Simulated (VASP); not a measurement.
# ZnSiP2 (I-42d) in VASP: notebook

The runs below take ZnSiP2 through single point, relaxation of cell and atoms, with PBE.

Everything below comes from runs of VASP 6.6.1. Logs are shortened: lines on timing, memory, paths and dates and some standing lists are left out, and cuts for length are marked.

**1. The cell of the first run**

It takes space group I-42d (No. 122, tetragonal). Conventional cell: a = 5.418 Å, b = 5.418 Å, c = 10.538 Å, α = 90.00°, β = 90.00°, γ = 90.00°. Zn (site symmetry -4) has 4 P at 2.38 Å within 3.1 Å. Within 3.0 Å of Si (site symmetry -4) lie 4 P at 2.27 Å. P (site symmetry 2) has 2 Si at 2.27 Å and 2 Zn at 2.38 Å within 3.0 Å.

**2. Single point, PBE**

Contents of INCAR:

```
SYSTEM = ZnSiP2
PREC = Accurate
ENCUT = 520
EDIFF = 1E-6
ISMEAR = 0
SIGMA = 0.02
LREAL = .False.
LASPH = .True.
NELM = 100
ALGO = Normal
ISIF = 2
LWAVE = .False.
LCHARG = .False.
GGA = PE
NBANDS = 36
```

Contents of KPOINTS:

```
Automatic mesh
0
Gamma
  8 8 8
  0 0 0
```

Contents of POSCAR:

```
ZnSiP2
1.0
   -2.7089149817      2.7089149817      5.2688230777
    2.7089149817     -2.7089149817      5.2688230777
    2.7089149817      2.7089149817     -5.2688230777
Zn Si P
2 2 4
Direct
    0.0000000000      0.0000000000      0.0000000000
    0.7500000000      0.2500000000      0.5000000000
    0.5000000000      0.5000000000      0.0000000000
    0.2500000000      0.7500000000      0.5000000000
    0.3750000000      0.3922484112      0.5172484112
    0.8750000000      0.8577515888      0.4827515888
    0.6077515888      0.1250000000      0.9827515888
    0.1422484112      0.6250000000      0.0172484112
```

Potentials or basis: VASP PAW PBE potentials, release 64 (Zn, Si, P).

Run with:

```bash
$ cat potpaw_PBE.64/Zn/POTCAR potpaw_PBE.64/Si/POTCAR potpaw_PBE.64/P/POTCAR > POTCAR
$ mpirun -np 1 vasp_std > vasp.out
```

OUTCAR:

```text
SYSTEM = ZnSiP2
   PREC = Accurate
   ENCUT = 520
   EDIFF = 1E-6
   ISMEAR = 0
   LREAL = .False.
   LASPH = .True.
   NELM = 100
   ISIF = 2
   GGA = PE

 ion  position               nearest neighbor table
   1  0.000  0.000  0.000-   6 2.38   7 2.38   8 2.38   5 2.38
   2  0.750  0.250  0.500-   7 2.38   5 2.38   6 2.38   8 2.38
   3  0.500  0.500  0.000-   5 2.27   6 2.27   7 2.27   8 2.27
   4  0.250  0.750  0.500-   5 2.27   6 2.27   7 2.27   8 2.27
   5  0.375  0.392  0.517-   3 2.27   4 2.27   2 2.38   1 2.38
   6  0.875  0.858  0.483-   3 2.27   4 2.27   1 2.38   2 2.38
   7  0.608  0.125  0.983-   3 2.27   4 2.27   2 2.38   1 2.38
   8  0.142  0.625  0.017-   3 2.27   4 2.27   1 2.38   2 2.38

  LATTYP: Found a body centered tetragonal cell.
 ALAT       =     5.4178299634
 C/A-ratio  =     1.9449938862

  Lattice vectors:

 A1 = (  -2.7089149817,   2.7089149817,   5.2688230777)
 A2 = (   2.7089149817,  -2.7089149817,   5.2688230777)
 A3 = (   2.7089149817,   2.7089149817,  -5.2688230777)

Analysis of symmetry for initial positions (statically):
=====================================================================
 Subroutine PRICEL returns:
 Original cell was already a primitive cell.

 Routine SETGRP: Setting up the symmetry group for a
 body centered tetragonal supercell.

 Subroutine GETGRP returns: Found  8 space group operations
 (whereof  4 operations were pure point group operations)
 out of a pool of 16 trial point group operations.

The static configuration has the point symmetry S_4 .
 The point group associated with its full space group is D_2d.

Analysis of symmetry for dynamics (positions and initial velocities):
=====================================================================
 Subroutine PRICEL returns:
 Original cell was already a primitive cell.

 Routine SETGRP: Setting up the symmetry group for a
 body centered tetragonal supercell.

 Subroutine GETGRP returns: Found  8 space group operations
 (whereof  4 operations were pure point group operations)
 out of a pool of 16 trial point group operations.

The dynamic configuration has the point symmetry S_4 .
 The point group associated with its full space group is D_2d.

 Subroutine INISYM returns: Found  8 space group operations
 (whereof  4 operations are pure point group operations),
 and found     1 'primitive' translations

----------------------------------------------------------------------------------------

[... 104 lines left out ...]
   EDIFF  = 0.1E-05   stopping-criterion for ELM
   LREAL  =      F    real-space projection
   EDIFFG = 0.1E-04   stopping-criterion for IOM
   NSW    =      0    number of steps for IOM
   IBRION =     -1    ionic relax: 0-MD 1-quasi-New 2-CG
   NFREE  =      0    steps in history (QN), initial steepest desc. (CG)
   ISIF   =      2    stress and relaxation
   ISYM   =      2    0-nonsym 1-usesym 2-fastsym
   POTIM  = 0.5000    time-step for ionic-motion
   TEBEG  =    0.0;   TEEND  =   0.0 temperature during run
   PSTRESS=    0.0 pullay stress
   NELECT =      52.0000    total number of electrons
   NUPDOWN=      -1.0000    fix difference up-down
   EMIN   =  10.00;   EMAX   =-10.00  energy-range for DOS
   EFERMI =   0.00;   METHOD = LEGACY
   ISMEAR =     0;   SIGMA  =   0.02  broadening in eV -4-tet -1-fermi 0-gaus
   EFERMI_NEDOS =   21; number of points for ismear=-14 and -15
   IALGO  =     38    algorithm
   IMIX   =      4    mixing-type and parameters
     AMIX     =   0.40;   BMIX     =  1.00
     AMIX_MAG =   1.60;   BMIX_MAG =  1.00
  volume/ion in A,a.u.               =      19.33       130.46
  Fermi-wavevector in a.u.,A,eV,Ry     =   1.138381  2.151229 17.631959  1.295912
  Thomas-Fermi vector in A             =   2.275086
   LORBIT       =      0    0 simple, 1 ext, 2 COOP (PROOUT), +10 PAW based schemes
   GGA     = PE    functional components
   LHFCALC =     F    Hartree Fock is set to
   AEXX    =    0.0000 exact exchange contribution
   IVDW    =     0    specifies the selected vdW correction
   LEPSILON=     F    determine dielectric tensor
   LRPA    =     F    only Hartree local field effects (RPA)
 non-spin polarized calculation
 Gauss-broadening in eV      SIGMA  =   0.02
  energy-cutoff  :      520.00
  volume of cell :      154.66
 maximum number of plane-waves:      4186
   NGX = 25   NGY = 25   NGZ = 25

 number of electron      51.9999998 magnetization

 Free energy of the ion-electron system (eV)
  ---------------------------------------------------
  ext. energy  EPLUGINS =         0.00000000
  ---------------------------------------------------
  free energy    TOTEN  =       -37.20553312 eV

  energy without entropy =      -37.20553312  energy(sigma->0) =      -37.20553312

 E-fermi :   4.5410     XC(G=0):  -9.7061

 val. band max:        4.4200945774   @ k =   0.0000   0.0000   0.0000
 cond. band min:       5.7778753021   @ k =   0.0000   0.0000   0.0000
 fundamental gap:      1.3577807247
 Fermi energy:         4.5410478684

 k-point     1 :       0.0000    0.0000    0.0000
  band No.  band energies     occupation
      1      -8.4733      2.00000
      2      -5.6134      2.00000
      3      -5.6092      2.00000
      4      -5.6092      2.00000
      5      -4.0838      2.00000
      6      -2.3075      2.00000
[... 925 lines left out ...]
     35       9.6227      0.00000
     36      10.1145      0.00000

 [... further k-points ...]
[... 5 lines left out ...]
  --------------------------------------------------------------------------------------
  -------------------------------------------------------------------------------------
  Total        0.0417535      0.0417535      0.0383677      0.0000000      0.0000000     -0.0000000
  in kB        0.4325529      0.4325529      0.3974772      0.0000000      0.0000000     -0.0000000
  external PRESSURE =       0.4208610 kB  Pullay stress =       0.0000000 kB

 VOLUME and BASIS-vectors are now :
 -----------------------------------------------------------------------------
  energy-cutoff  :      520.00
  volume of cell :      154.66
      direct lattice vectors                 reciprocal lattice vectors
    -2.708914982  2.708914982  5.268823078     0.000000000  0.184575745  0.094897853
     2.708914982 -2.708914982  5.268823078     0.184575745  0.000000000  0.094897853
     2.708914982  2.708914982 -5.268823078     0.184575745  0.184575745  0.000000000

 POSITION                                       TOTAL-FORCE (eV/Angst)
 -----------------------------------------------------------------------------------
      0.00000      0.00000      0.00000        -0.000000      0.000000      0.000000
     -0.00000      2.70891      2.63441         0.000000     -0.000000      0.000000
      0.00000      0.00000      5.26882        -0.000000      0.000000     -0.000000
      2.70891     -0.00000      2.63441         0.000000     -0.000000     -0.000000
      1.44791      1.35446      1.31721         0.032241      0.000000     -0.000000
      1.26101      1.35446      6.58603        -0.032241     -0.000000     -0.000000
      1.35446      3.96992     -1.31721        -0.000000     -0.032241     -0.000000
      1.35446     -1.26101      3.95162         0.000000      0.032241     -0.000000
 -----------------------------------------------------------------------------------
    total drift:                                0.000002      0.000002     -0.000007

  FREE ENERGIE OF THE ION-ELECTRON SYSTEM (eV)
  ---------------------------------------------------
  free  energy   TOTEN  =       -37.2055331189 eV

  energy  without entropy=      -37.2055331189  energy(sigma->0) =      -37.20553312
```

Run time: 5.3 min. Hardware: 1 thread of Intel Xeon Platinum 8488C (Sapphire Rapids), shared host; peak memory 0.5 GiB.

What came out:

| Property | Result |
| --- | --- |
| Free energy | -37.2055 eV |
| Pressure | 0.0 GPa |
| Largest force | 0.032 eV/Å |
| Band gap on the k mesh | 1.36 eV, direct |

Forces on the atoms (eV/Å):
```
Zn   0.000  0.000  0.000
Zn   0.000  0.000  0.000
Si   0.000  0.000  0.000
Si   0.000  0.000  0.000
P    0.032  0.000  0.000
P   -0.032  0.000  0.000
P    0.000 -0.032  0.000
P    0.000  0.032  0.000
```

**3. Relaxation of cell and atoms, PBE**

This run uses another cell than the first one, of 18.88 Å³/atom, 0.976 times its volume.

Contents of INCAR:

```
PREC = Accurate ; ENCUT = 500
EDIFF = 1E-7 ; ISMEAR = 0
SIGMA = 0.02 ; LREAL = F
LASPH = T ; NELM = 120
ALGO = Normal ; ISIF = 3
LWAVE = F ; LCHARG = F
GGA = PE ; IBRION = 2
NSW = 100 ; EDIFFG = -0.005
GGA_COMPAT = F ; NELMIN = 4
```

Contents of KPOINTS:

```
Automatic mesh
0
Gamma
  8 8 8
```

Contents of POSCAR:

```
ZnSiP2
1.0
   -2.6867032364      2.6867032364      5.2300306318
    2.6867032364     -2.6867032364      5.2300306318
    2.6867032364      2.6867032364     -5.2300306318
Zn Si P
2 2 4
Direct
    0.0000000000      0.0000000000      0.0000000000
    0.7500000000      0.2500000000      0.5000000000
    0.5000000000      0.5000000000      0.0000000000
    0.2500000000      0.7500000000      0.5000000000
    0.3750000000      0.3923012000      0.5173012000
    0.8750000000      0.8576988000      0.4826988000
    0.6076988000      0.1250000000      0.9826988000
    0.1423012000      0.6250000000      0.0173012000
```

Potentials or basis: VASP PAW PBE potentials, release 64 (Zn, Si, P).

Run with:

```bash
$ cat potpaw_PBE.64/Zn/POTCAR potpaw_PBE.64/Si/POTCAR potpaw_PBE.64/P/POTCAR > POTCAR
$ mpirun -np 1 vasp_std > vasp.out
```

OUTCAR:

```text
PREC = Accurate
   ENCUT = 500
   EDIFF = 1E-7
   ISMEAR = 0
   LREAL = F
   LASPH = T
   NELM = 120
   ISIF = 3
   GGA = PE
   IBRION = 2
   NSW = 100
   EDIFFG = -0.005
   NELMIN = 4

 ion  position               nearest neighbor table
   1  0.000  0.000  0.000-   5 2.36   7 2.36   6 2.36   8 2.36
   2  0.750  0.250  0.500-   8 2.36   6 2.36   7 2.36   5 2.36
   3  0.500  0.500  0.000-   5 2.25   6 2.25   7 2.25   8 2.25
   4  0.250  0.750  0.500-   5 2.25   6 2.25   7 2.25   8 2.25
   5  0.375  0.392  0.517-   3 2.25   4 2.25   1 2.36   2 2.36
   6  0.875  0.858  0.483-   3 2.25   4 2.25   1 2.36   2 2.36
   7  0.608  0.125  0.983-   3 2.25   4 2.25   2 2.36   1 2.36
   8  0.142  0.625  0.017-   3 2.25   4 2.25   2 2.36   1 2.36

  LATTYP: Found a body centered tetragonal cell.
 ALAT       =     5.3734064728
 C/A-ratio  =     1.9466350287

  Lattice vectors:

 A1 = (  -2.6867032364,   2.6867032364,   5.2300306318)
 A2 = (   2.6867032364,  -2.6867032364,   5.2300306318)
 A3 = (   2.6867032364,   2.6867032364,  -5.2300306318)

Analysis of symmetry for initial positions (statically):
=====================================================================
 Subroutine PRICEL returns:
 Original cell was already a primitive cell.

 Routine SETGRP: Setting up the symmetry group for a
 body centered tetragonal supercell.

 Subroutine GETGRP returns: Found  8 space group operations
 (whereof  4 operations were pure point group operations)
 out of a pool of 16 trial point group operations.

The static configuration has the point symmetry S_4 .
 The point group associated with its full space group is D_2d.

Analysis of symmetry for dynamics (positions and initial velocities):
=====================================================================
 Subroutine PRICEL returns:
 Original cell was already a primitive cell.

 Routine SETGRP: Setting up the symmetry group for a
[... 140 lines left out ...]
  volume/ion in A,a.u.               =      18.88       127.38
  Fermi-wavevector in a.u.,A,eV,Ry     =   1.147470  2.168404 17.914625  1.316688
  Thomas-Fermi vector in A             =   2.284150
   LORBIT       =      0    0 simple, 1 ext, 2 COOP (PROOUT), +10 PAW based schemes
   GGA     = PE    functional components
   LHFCALC =     F    Hartree Fock is set to
   AEXX    =    0.0000 exact exchange contribution
   IVDW    =     0    specifies the selected vdW correction
   LEPSILON=     F    determine dielectric tensor
   LRPA    =     F    only Hartree local field effects (RPA)
 conjugate gradient relaxation of ions
 non-spin polarized calculation
 Gauss-broadening in eV      SIGMA  =   0.02
  energy-cutoff  :      500.00
  volume of cell :      151.01
 maximum number of plane-waves:      3844
   NGX = 23   NGY = 23   NGZ = 23

--------------------------------------- Ionic step        1  -------------------------------------------

 number of electron      52.0000018 magnetization

 Free energy of the ion-electron system (eV)
  ---------------------------------------------------
  ext. energy  EPLUGINS =         0.00000000
  ---------------------------------------------------
  free energy    TOTEN  =       -37.17981674 eV

  energy without entropy =      -37.17981674  energy(sigma->0) =      -37.17981674

------------------------ aborting loop because EDIFF is reached ----------------------------------------

  FORCE on cell =-STRESS in cart. coord.  units (eV):
  Direction    XX          YY          ZZ          XY          YZ          ZX
  --------------------------------------------------------------------------------------
  -------------------------------------------------------------------------------------
  Total        2.0910961      2.0910961      2.0112146      0.0000000     -0.0000000      0.0000000
  in kB       22.1860994     22.1860994     21.3385726      0.0000000     -0.0000000      0.0000000
  external PRESSURE =      21.9035905 kB  Pullay stress =       0.0000000 kB
[... 281 lines left out ...]
--------------------------------------- Ionic step        8  -------------------------------------------

 number of electron      51.9999998 magnetization

 Free energy of the ion-electron system (eV)
  ---------------------------------------------------
  ext. energy  EPLUGINS =         0.00000000
  ---------------------------------------------------
  free energy    TOTEN  =       -37.20468055 eV

  energy without entropy =      -37.20468055  energy(sigma->0) =      -37.20468055

 E-fermi :   4.5169     XC(G=0):  -9.7044

 val. band max:        4.4117750021   @ k =   0.0000   0.0000   0.0000
 cond. band min:       5.7753490374   @ k =   0.0000   0.0000   0.0000
 fundamental gap:      1.3635740352
 Fermi energy:         4.5169041511

 k-point     1 :       0.0000    0.0000    0.0000
  band No.  band energies     occupation
      1      -8.4797      2.00000
      2      -5.6178      2.00000
      3      -5.6117      2.00000
      4      -5.6117      2.00000
      5      -4.0950      2.00000
      6      -2.3064      2.00000
[... 805 lines left out ...]
     30       8.0664      0.00000
     31       8.5111      0.00000

 [... further k-points ...]
[... 5 lines left out ...]
  --------------------------------------------------------------------------------------
  -------------------------------------------------------------------------------------
  Total        0.0263251      0.0263251      0.0055663      0.0000000     -0.0000000      0.0000000
  in kB        0.2726306      0.2726306      0.0576458      0.0000000     -0.0000000      0.0000000
  external PRESSURE =       0.2009690 kB  Pullay stress =       0.0000000 kB
[... 23 lines left out ...]
  FREE ENERGIE OF THE ION-ELECTRON SYSTEM (eV)
  ---------------------------------------------------
  free  energy   TOTEN  =       -37.2046805484 eV

  energy  without entropy=      -37.2046805484  energy(sigma->0) =      -37.20468055

 reached required accuracy - stopping structural energy minimisation
```

OSZICAR:

```text
N       E                     dE             d eps       ncg     rms          rms(c)
DAV:   1     0.325390803892E+03    0.32539E+03   -0.22641E+04  3658   0.168E+03
DAV:   2    -0.305372303488E+01   -0.32844E+03   -0.31963E+03  3814   0.361E+02
DAV:   3    -0.374500461267E+02   -0.34396E+02   -0.33774E+02  4383   0.116E+02
[... 76 lines left out ...]
DAV:   3    -0.372046864649E+02    0.18094E-04   -0.37487E-05  4199   0.558E-02    0.205E-02
DAV:   4    -0.372046804628E+02    0.60021E-05   -0.15147E-05  4275   0.229E-02    0.474E-03
DAV:   5    -0.372046803083E+02    0.15445E-06   -0.14420E-06  4941   0.200E-02    0.377E-03
DAV:   6    -0.372046804999E+02   -0.19157E-06   -0.55854E-07  4253   0.510E-03    0.143E-03
DAV:   7    -0.372046805484E+02   -0.48510E-07   -0.38701E-08  2270   0.312E-03
   8 F= -.37204681E+02 E0= -.37204681E+02  d E =-.135328E-04
```

CONTCAR:

```text
ZnSiP2
   1.00000000000000
    -2.7093306480372412    2.7093306480372412    5.2689301148300300
     2.7093306480372412   -2.7093306480372412    5.2689301148300300
     2.7093306480372412    2.7093306480372412   -5.2689301148300300
  Zn              Si              P
     2     2     4
Direct
     0.0000000000000000    0.0000000000000000    0.0000000000000000
     0.7500000000000000    0.2500000000000000    0.5000000000000000
     0.5000000000000000    0.5000000000000000    0.0000000000000000
     0.2500000000000000    0.7500000000000000    0.5000000000000000
     0.3750000000000000    0.3927775866930346    0.5177775866930348
     0.8750000000000000    0.8572224133069652    0.4822224133069654
     0.6072224133069652    0.1250000000000000    0.9822224133069652
     0.1427775866930347    0.6250000000000000    0.0177775866930347

  0.00000000E+00  0.00000000E+00  0.00000000E+00
  0.00000000E+00  0.00000000E+00  0.00000000E+00
  0.00000000E+00  0.00000000E+00  0.00000000E+00
  0.00000000E+00  0.00000000E+00  0.00000000E+00
  0.00000000E+00  0.00000000E+00  0.00000000E+00
  0.00000000E+00  0.00000000E+00  0.00000000E+00
  0.00000000E+00  0.00000000E+00  0.00000000E+00
  0.00000000E+00  0.00000000E+00  0.00000000E+00
```

It took 12 min on 1 thread of Intel Xeon 6975P-C (Granite Rapids), shared host; peak memory 0.49 GiB.

What came out:

| Item | Value |
| --- | --- |
| Free energy | -37.2047 eV |
| Relaxed volume | 19.34 Å³/atom |
| Relaxed cell | a = 6.515 Å, b = 6.515 Å, c = 6.515 Å, α = 130.85°, β = 130.85°, γ = 72.05° |
| Space group after relaxing (to 0.05 Å) | I-42d (No. 122) |
| Energy gained by relaxing | 3.1 meV/atom |
| Ionic steps | 8 |
| Pressure after relaxing | 0.0 GPa |
| Band gap on the k mesh | 1.36 eV, direct |

Step by step:
```tsv
step	energy change (eV)	largest force (eV/Å)	pressure (GPa)	volume (Å³)
1	0.0000	0.0226	2.19	151.01
2	-0.0175	0.0672	-1.09	156.72
3	-0.0246	0.0368	0.01	154.68
4	-0.0246	0.0380	-0.03	154.75
5	-0.0248	0.0186	-0.04	154.79
6	-0.0249	0.0006	-0.04	154.82
7	-0.0249	0.0005	-0.04	154.82
8	-0.0249	0.0008	0.02	154.71
```

Final structure:
```xyz
8
Lattice="-2.7093 2.7093 5.2689 2.7093 -2.7093 5.2689 2.7093 2.7093 -5.2689" Properties=species:S:1:pos:R:3 pbc="T T T"
Zn    0.0000    0.0000    0.0000
Zn    0.0000    2.7093    2.6345
Si    0.0000    0.0000    5.2689
Si    2.7093    0.0000    2.6345
P     1.4510    1.3547    1.3172
P     1.2583    1.3547    6.5862
P     1.3547    3.9677   -1.3172
P     1.3547   -1.2583    3.9517
```
